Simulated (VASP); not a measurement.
# Sn (Fd-3m) in VASP: further runs, part 2 of 2

VASP 6.6.1. Earlier steps stand in the parts before.

## (3) Single point, PBEsol+D3(BJ)

This run uses another cell than the first one, of 33.88 Å³/atom.

INCAR reads:

```
PREC = Accurate
ENCUT = 520
EDIFF = 1E-6
ISMEAR = -1
SIGMA = 0.05
LREAL = F
LASPH = T
NELM = 60
ALGO = Normal
ISIF = 2
LWAVE = F
LCHARG = T
GGA = PS
IVDW = 12
LELF = T
LVHAR = T
NBANDS = 21
```

KPOINTS reads:

```
regular mesh
0
Gamma
  7 7 7
```

POSCAR reads:

```
Sn
1.0
    0.0000000000      3.2356555410      3.2356555410
    3.2356555410      0.0000000000      3.2356555410
    3.2356555410      3.2356555410      0.0000000000
Sn
2
Direct
    0.7500000000      0.7500000000      0.7500000000
    0.5000000000      0.5000000000      0.5000000000
```

Potentials or basis: VASP PAW PBE potentials, release 64 (Sn_d).

Launch:

```bash
$ cat potpaw_PBE.64/Sn_d/POTCAR > POTCAR
$ mpirun -np 1 vasp_std > vasp.out
```

OUTCAR:

```text
PREC = Accurate
   ENCUT = 520
   EDIFF = 1E-6
   ISMEAR = -1
   LREAL = F
   LASPH = T
   NELM = 60
   ISIF = 2
   GGA = PS
   IVDW = 12
 IVDW          = 12

 ion  position               nearest neighbor table
   1  0.750  0.750  0.750-   2 2.80   2 2.80   2 2.80   2 2.80
   2  0.500  0.500  0.500-   1 2.80   1 2.80   1 2.80   1 2.80

  LATTYP: Found a face centered cubic cell.
 ALAT       =     6.4713110820

  Lattice vectors:

 A1 = (   0.0000000000,   3.2356555410,   3.2356555410)
 A2 = (   3.2356555410,   0.0000000000,   3.2356555410)
 A3 = (   3.2356555410,   3.2356555410,   0.0000000000)

Analysis of symmetry for initial positions (statically):
=====================================================================
 Subroutine PRICEL returns:
 Original cell was already a primitive cell.

 Routine SETGRP: Setting up the symmetry group for a
 face centered cubic supercell.

 Subroutine GETGRP returns: Found 48 space group operations
 (whereof 24 operations were pure point group operations)
 out of a pool of 48 trial point group operations.

The static configuration has the point symmetry T_d .
 The point group associated with its full space group is O_h .

Analysis of symmetry for dynamics (positions and initial velocities):
=====================================================================
 Subroutine PRICEL returns:
 Original cell was already a primitive cell.

 Routine SETGRP: Setting up the symmetry group for a
 face centered cubic supercell.

 Subroutine GETGRP returns: Found 48 space group operations
 (whereof 24 operations were pure point group operations)
 out of a pool of 48 trial point group operations.

The dynamic configuration has the point symmetry T_d .
 The point group associated with its full space group is O_h .

 Subroutine INISYM returns: Found 48 space group operations
 (whereof 24 operations are pure point group operations),
 and found     1 'primitive' translations

----------------------------------------------------------------------------------------
[... 105 lines left out ...]
   IALGO  =     38    algorithm
   IMIX   =      4    mixing-type and parameters
     AMIX     =   0.40;   BMIX     =  1.00
     AMIX_MAG =   1.60;   BMIX_MAG =  1.00
  volume/ion in A,a.u.               =      33.88       228.60
  Fermi-wavevector in a.u.,A,eV,Ry     =   1.219425  2.304380 20.231839  1.486998
  Thomas-Fermi vector in A             =   2.354678
   LORBIT       =      0    0 simple, 1 ext, 2 COOP (PROOUT), +10 PAW based schemes
   GGA     = PS    functional components
   LHFCALC =     F    Hartree Fock is set to
   AEXX    =    0.0000 exact exchange contribution
   IVDW    =    12    specifies the selected vdW correction
   LEPSILON=     F    determine dielectric tensor
   LRPA    =     F    only Hartree local field effects (RPA)
 non-spin polarized calculation
  energy-cutoff  :      520.00
  volume of cell :       67.75
 maximum number of plane-waves:      1841
 NGX is ok and might be reduce to    36
   NGX = 17   NGY = 17   NGZ = 17

 number of electron      28.0000007 magnetization

 Free energy of the ion-electron system (eV)
  ---------------------------------------------------
  ext. energy  EPLUGINS =         0.00000000
  ---------------------------------------------------
  free energy    TOTEN  =        -8.43978472 eV

  energy without entropy =       -8.43778876  energy(sigma->0) =       -8.43878674

 E-fermi :   5.5174     XC(G=0):  -9.1003

 val. band max:        5.3108369465   @ k =   0.1429   0.0000   0.0000
 cond. band min:       5.5682156547   @ k =   0.4286   0.0000   0.0000
 fundamental gap:      0.2573787083
 Fermi energy:         5.5173508840

 k-point     1 :       0.0000    0.0000    0.0000
  band No.  band energies     occupation
      1     -16.0330      2.00000
      2     -16.0330      2.00000
      3     -16.0330      2.00000
      4     -15.9715      2.00000
      5     -15.9715      2.00000
      6     -15.6527      2.00000
[... 469 lines left out ...]
     20      14.3010      0.00000
     21      16.0557      0.00000

------------------------ aborting loop because EDIFF is reached ----------------------------------------

 Edisp (eV)   -0.63229

 E8    (eV) :    -0.4473

  FORCE on cell =-STRESS in cart. coord.  units (eV):
  Direction    XX          YY          ZZ          XY          YZ          ZX
  --------------------------------------------------------------------------------------
  -------------------------------------------------------------------------------------
  Total      -0.03030    -0.03030    -0.03030     0.00000     0.00000    -0.00000
  in kB      -0.71657    -0.71657    -0.71657     0.00000     0.00000    -0.00000
  external pressure =       -0.72 kB  Pullay stress =        0.00 kB

 VOLUME and BASIS-vectors are now :
 -----------------------------------------------------------------------------
  energy-cutoff  :      520.00
  volume of cell :       67.75
      direct lattice vectors                 reciprocal lattice vectors
     0.000000000  3.235655541  3.235655541    -0.154528192  0.154528192  0.154528192
     3.235655541  0.000000000  3.235655541     0.154528192 -0.154528192  0.154528192
     3.235655541  3.235655541  0.000000000     0.154528192  0.154528192 -0.154528192

 POSITION                                       TOTAL-FORCE (eV/Angst)
 -----------------------------------------------------------------------------------
      4.85348      4.85348      4.85348        -0.000000     -0.000000     -0.000000
      3.23566      3.23566      3.23566         0.000000      0.000000      0.000000
 -----------------------------------------------------------------------------------
    total drift:                                0.000000      0.000000      0.000000

  FREE ENERGIE OF THE ION-ELECTRON SYSTEM (eV)
  ---------------------------------------------------
  free  energy   TOTEN  =        -9.0720714029 eV

  energy  without entropy=       -9.0700754365  energy(sigma->0) =       -9.07107342
```

stdout:

```text
POSCAR found type information on POSCAR Sn
 POSCAR found :  1 types and       2 ions
 scaLAPACK will be used
 -----------------------------------------------------------------------------
|                                                                             |
|                                                                             |
|     You enforced a specific xc type in the INCAR file but a different       |
|     I HOPE YOU KNOW WHAT YOU ARE DOING!                                     |
|                                                                             |
 -----------------------------------------------------------------------------

 LDA part: xc-table for (Slater+PW92), standard interpolation
 POSCAR, INCAR and KPOINTS ok, starting setup
 FFT: planning ... GRIDC
 FFT: planning ... GRID_SOFT
 FFT: planning ... GRID
 WAVECAR not read
 entering main loop
```

Run time: 37 s. Hardware: 1 thread of Intel Xeon 8259CL, shared host; peak memory 0.21 GiB.

Results:

```
Free energy                : -9.0721 eV
Pressure                   : -0.1 GPa
Band gap on the k mesh     : zero (bands 14 and 15 overlap by 0.10 eV)
Dispersion energy per atom : -0.316 eV
```

Caveat: the PAW data sets were made with another functional, which shifts forces and pressure a little; spin-orbit coupling is left out, which moves the levels of the heavy elements.

## (4) Single point, PBE+D4

This run uses another cell than the first one, of 35.38 Å³/atom.

INCAR reads:

```
PREC = Accurate
ENCUT = 520
EDIFF = 1E-7
ISMEAR = -1
SIGMA = 0.05
LREAL = F
LASPH = T
NELM = 100
ALGO = Fast
ISIF = 2
LWAVE = F
LCHARG = F
GGA = PE
IVDW = 13
NBANDS = 21
```

KPOINTS reads:

```
Automatic mesh
0
Gamma
  7 7 7
```

POSCAR reads:

```
Sn
1.0
    0.0000000000      3.2828334879      3.2828334879
    3.2828334879      0.0000000000      3.2828334879
    3.2828334879      3.2828334879      0.0000000000
Sn
2
Direct
    0.7500000000      0.7500000000      0.7500000000
    0.5000000000      0.5000000000      0.5000000000
```

Launch:

```bash
$ cat potpaw_PBE.64/Sn_d/POTCAR > POTCAR
$ mpirun -np 1 vasp_std > vasp.out
```

Wall time 50 s (1 thread of Intel Xeon 8259CL, shared host); peak memory 0.2 GiB.

The run converged. Its results:

* Free energy: -8.3161 eV
* Pressure: -0.1 GPa
* Band gap on the k mesh: zero (bands 14 and 15 overlap by 0.13 eV)
* Dispersion energy per atom: -0.326 eV

Levels at points of the mesh, in eV from the Fermi level:
| k point | band 12 | band 13 | band 14 | band 15 | band 16 | band 17 |
| --- | --- | --- | --- | --- | --- | --- |
| (0.00, 0.00, 0.00) | -0.80 | 0.17 | 0.17 | 0.17 | 2.24 | 2.24 |

Caveat: spin-orbit coupling is left out, which moves the levels of the heavy elements.

## (5) Single point, PBE+D3(BJ)

This run uses another cell than the first one, of 35.51 Å³/atom.

INCAR reads:

```
ALGO     = Normal         # electronic algorithm
EDIFF    = 1E-6           # SCF threshold, eV
ENCUT    = 520            # plane-wave cutoff, eV
GGA      = PE             # functional
ISIF     = 2              # what is computed and relaxed
ISMEAR   = -1             # smearing method
IVDW     = 12             # dispersion correction
LASPH    = T              # aspherical terms in the spheres
LCHARG   = F              # write CHGCAR
LREAL    = F              # projectors in reciprocal space
LWAVE    = F              # write WAVECAR
NBANDS   = 21             # bands
NELM     = 100            # most SCF steps
PREC     = Accurate       # precision mode
SIGMA    = 0.05           # smearing width, eV
```

KPOINTS reads:

```
k-points
0
Gamma
  7 7 7
```

POSCAR reads:

```
Sn
1.0
    0.0000000000      3.2869991584      3.2869991584
    3.2869991584      0.0000000000      3.2869991584
    3.2869991584      3.2869991584      0.0000000000
Sn
2
Direct
    0.7500000000      0.7500000000      0.7500000000
    0.5000000000      0.5000000000      0.5000000000
```

Potentials or basis: VASP PAW PBE potentials, release 64 (Sn_d).

Launch:

```bash
$ cat potpaw_PBE.64/Sn_d/POTCAR > POTCAR
$ mpirun -np 1 vasp_std > vasp.out
```

OUTCAR:

```text
EDIFF = 1E-6
   ENCUT = 520
   GGA = PE
   ISIF = 2
   ISMEAR = -1
   IVDW = 12
   LASPH = T
   LREAL = F
   NELM = 100
   PREC = Accurate
 IVDW          = 12

 ion  position               nearest neighbor table
   1  0.750  0.750  0.750-   2 2.85   2 2.85   2 2.85   2 2.85
   2  0.500  0.500  0.500-   1 2.85   1 2.85   1 2.85   1 2.85

  LATTYP: Found a face centered cubic cell.
 ALAT       =     6.5739983168

  Lattice vectors:

 A1 = (   0.0000000000,   3.2869991584,   3.2869991584)
 A2 = (   3.2869991584,   0.0000000000,   3.2869991584)
 A3 = (   3.2869991584,   3.2869991584,   0.0000000000)

Analysis of symmetry for initial positions (statically):
=====================================================================
 Subroutine PRICEL returns:
 Original cell was already a primitive cell.

 Routine SETGRP: Setting up the symmetry group for a
 face centered cubic supercell.

 Subroutine GETGRP returns: Found 48 space group operations
 (whereof 24 operations were pure point group operations)
 out of a pool of 48 trial point group operations.

The static configuration has the point symmetry T_d .
 The point group associated with its full space group is O_h .

Analysis of symmetry for dynamics (positions and initial velocities):
=====================================================================
 Subroutine PRICEL returns:
 Original cell was already a primitive cell.

 Routine SETGRP: Setting up the symmetry group for a
 face centered cubic supercell.

 Subroutine GETGRP returns: Found 48 space group operations
 (whereof 24 operations were pure point group operations)
 out of a pool of 48 trial point group operations.

The dynamic configuration has the point symmetry T_d .
 The point group associated with its full space group is O_h .

 Subroutine INISYM returns: Found 48 space group operations
 (whereof 24 operations are pure point group operations),
 and found     1 'primitive' translations
[... 103 lines left out ...]
   EMIN   =  10.00;   EMAX   =-10.00  energy-range for DOS
   EFERMI =   0.00;   METHOD = LEGACY
   ISMEAR =    -1;   SIGMA  =   0.05  broadening in eV -4-tet -1-fermi 0-gaus
   EFERMI_NEDOS =   21; number of points for ismear=-14 and -15
   IALGO  =     38    algorithm
   IMIX   =      4    mixing-type and parameters
     AMIX     =   0.40;   BMIX     =  1.00
     AMIX_MAG =   1.60;   BMIX_MAG =  1.00
  volume/ion in A,a.u.               =      35.51       239.66
  Fermi-wavevector in a.u.,A,eV,Ry     =   1.200378  2.268385 19.604725  1.440907
  Thomas-Fermi vector in A             =   2.336215
   LORBIT       =      0    0 simple, 1 ext, 2 COOP (PROOUT), +10 PAW based schemes
   GGA     = PE    functional components
   LHFCALC =     F    Hartree Fock is set to
   AEXX    =    0.0000 exact exchange contribution
   IVDW    =    12    specifies the selected vdW correction
   LEPSILON=     F    determine dielectric tensor
   LRPA    =     F    only Hartree local field effects (RPA)
 non-spin polarized calculation
  energy-cutoff  :      520.00
  volume of cell :       71.03
 maximum number of plane-waves:      1923
   NGX = 17   NGY = 17   NGZ = 17

 number of electron      27.9999985 magnetization

 Free energy of the ion-electron system (eV)
  ---------------------------------------------------
  ext. energy  EPLUGINS =         0.00000000
  ---------------------------------------------------
  free energy    TOTEN  =        -7.66604369 eV

  energy without entropy =       -7.66348274  energy(sigma->0) =       -7.66476322

 E-fermi :   5.1569     XC(G=0):  -8.7040

 val. band max:        4.9972226736   @ k =   0.1429   0.0000   0.0000
 cond. band min:       5.1939151004   @ k =   0.4286   0.0000   0.0000
 fundamental gap:      0.1966924268
 Fermi energy:         5.1568679972

 k-point     1 :       0.0000    0.0000    0.0000
  band No.  band energies     occupation
      1     -16.3681      2.00000
      2     -16.3681      2.00000
      3     -16.3681      2.00000
      4     -16.3138      2.00000
      5     -16.3138      2.00000
      6     -16.0351      2.00000
[... 469 lines left out ...]
     20      13.8105      0.00000
     21      15.4705      0.00000

------------------------ aborting loop because EDIFF is reached ----------------------------------------

 Edisp (eV)   -0.58895

 E8    (eV) :    -0.2848

  FORCE on cell =-STRESS in cart. coord.  units (eV):
  Direction    XX          YY          ZZ          XY          YZ          ZX
  --------------------------------------------------------------------------------------
  -------------------------------------------------------------------------------------
  Total      -0.02072    -0.02072    -0.02072    -0.00000     0.00000    -0.00000
  in kB      -0.46732    -0.46732    -0.46732    -0.00000     0.00000    -0.00000
  external pressure =       -0.47 kB  Pullay stress =        0.00 kB

 VOLUME and BASIS-vectors are now :
 -----------------------------------------------------------------------------
  energy-cutoff  :      520.00
  volume of cell :       71.03
      direct lattice vectors                 reciprocal lattice vectors
     0.000000000  3.286999158  3.286999158    -0.152114429  0.152114429  0.152114429
     3.286999158  0.000000000  3.286999158     0.152114429 -0.152114429  0.152114429
     3.286999158  3.286999158  0.000000000     0.152114429  0.152114429 -0.152114429

 POSITION                                       TOTAL-FORCE (eV/Angst)
 -----------------------------------------------------------------------------------
      4.93050      4.93050      4.93050         0.000000      0.000000      0.000000
      3.28700      3.28700      3.28700        -0.000000     -0.000000     -0.000000
 -----------------------------------------------------------------------------------
    total drift:                                0.000000      0.000000      0.000000

  FREE ENERGIE OF THE ION-ELECTRON SYSTEM (eV)
  ---------------------------------------------------
  free  energy   TOTEN  =        -8.2549930588 eV

  energy  without entropy=       -8.2524321043  energy(sigma->0) =       -8.25371258
```

Run time: 35 s. Hardware: 1 thread of Intel Xeon 8259CL, shared host; peak memory 0.21 GiB.

Results:

| Quantity | Value |
| --- | --- |
| Free energy | -8.2550 eV |
| Pressure | 0.0 GPa |
| Band gap on the k mesh | zero (bands 14 and 15 overlap by 0.13 eV) |
| Dispersion energy per atom | -0.294 eV |

Caveat: spin-orbit coupling is left out, which moves the levels of the heavy elements.

## (6) Relaxation of cell and atoms, PBE+D3(BJ)

INCAR reads:

```
PREC = Accurate
ENCUT = 600
EDIFF = 1E-6
ISMEAR = -1
SIGMA = 0.05
LREAL = False
LASPH = True
NELM = 80
ALGO = Normal
ISIF = 3
LWAVE = False
LCHARG = False
GGA = PE
IVDW = 12
IBRION = 2
NSW = 60
EDIFFG = -0.01
```

KPOINTS reads:

```
regular mesh
0
Gamma
  7 7 7
```

POSCAR reads:

```
Sn
1.0
    0.0000000000      3.2333428000      3.2333428000
    3.2333428000      0.0000000000      3.2333428000
    3.2333428000      3.2333428000      0.0000000000
Sn
2
Direct
    0.7500000000      0.7500000000      0.7500000000
    0.5000000000      0.5000000000      0.5000000000
```

Potentials or basis: VASP PAW PBE potentials, release 64 (Sn_d).

Launch:

```bash
$ cat potpaw_PBE.64/Sn_d/POTCAR > POTCAR
$ mpirun -np 1 vasp_std > vasp.out
```

It took 1.7 min on 1 thread of Intel Xeon 8259CL, shared host; peak memory 0.26 GiB.

The run converged. Its results:

```
Free energy                           : -8.2547 eV
Relaxed volume                        : 35.49 Å³/atom
Relaxed cell                          : a = 4.647 Å, b = 4.647 Å, c = 4.647 Å, α = 60.00°, β = 60.00°, γ = 60.00°
Space group after relaxing (to 0.1 Å) : Fd-3m (No. 227)
Energy gained by relaxing             : 10.9 meV/atom
Ionic steps                           : 3
Pressure after relaxing               : 0.0 GPa
Band gap on the k mesh                : zero (bands 14 and 15 overlap by 0.13 eV)
Dispersion energy per atom            : -0.295 eV
```

The path:
```
step  energy change (eV)  largest force (eV/Å)  pressure (GPa)  volume (Å³)
   1              0.0000                0.0000            2.18        67.61
   2             -0.0193                0.0000           -0.63        72.21
   3             -0.0218                0.0000            0.00        70.98
```

Final structure:
```
Sn
1.0
     0.00000    3.28619    3.28619
     3.28619    0.00000    3.28619
     3.28619    3.28619    0.00000
Sn
2
Direct
  0.75000 0.75000 0.75000
  0.50000 0.50000 0.50000
```

Levels at points of the mesh, in eV from the Fermi level:
```tsv
k point	band 11	band 12	band 13	band 14	band 15	band 16	band 17	band 18
(0.00, 0.00, 0.00)	-10.27	-0.81	0.17	0.17	0.17	2.24	2.24	2.24
```

Caveat: spin-orbit coupling is left out, which moves the levels of the heavy elements. Zero-point motion and thermal expansion aren't in these numbers.

## (7) Overview

```csv
task,level,cell,cutoff (eV),smearing,gap on the mesh (eV),pressure (GPa)
single point,PBE,"a = 4.573 Å, angles 60.0°, 2 atoms",520,gaussian 0.026 eV,none,3.8
single point,PBEsol+D3(BJ),"a = 4.576 Å, angles 60.0°, 2 atoms",520,fermi-dirac 0.05 eV,none,-0.1
single point,PBE+D4,"a = 4.643 Å, angles 60.0°, 2 atoms",520,fermi-dirac 0.05 eV,none,-0.1
single point,PBE+D3(BJ),"a = 4.649 Å, angles 60.0°, 2 atoms",520,fermi-dirac 0.05 eV,none,0.0
relaxation of cell and atoms,PBE+D3(BJ),"relaxed from a = 4.573 Å, angles 60.0°, 2 atoms",600,fermi-dirac 0.05 eV,none,0.0
```

Alike in all rows: potentials or basis VASP PAW PBE potentials, release 64 (Sn_d); no spin polarisation; k mesh 7 × 7 × 7.

Caveats: spin-orbit coupling is left out, which moves the levels of the heavy elements; the cell stands under pressure (at least some runs); the PAW data sets were made with another functional, which shifts forces and pressure a little (at least some runs).

Absolute energies hang on the potentials; compare differences alone.
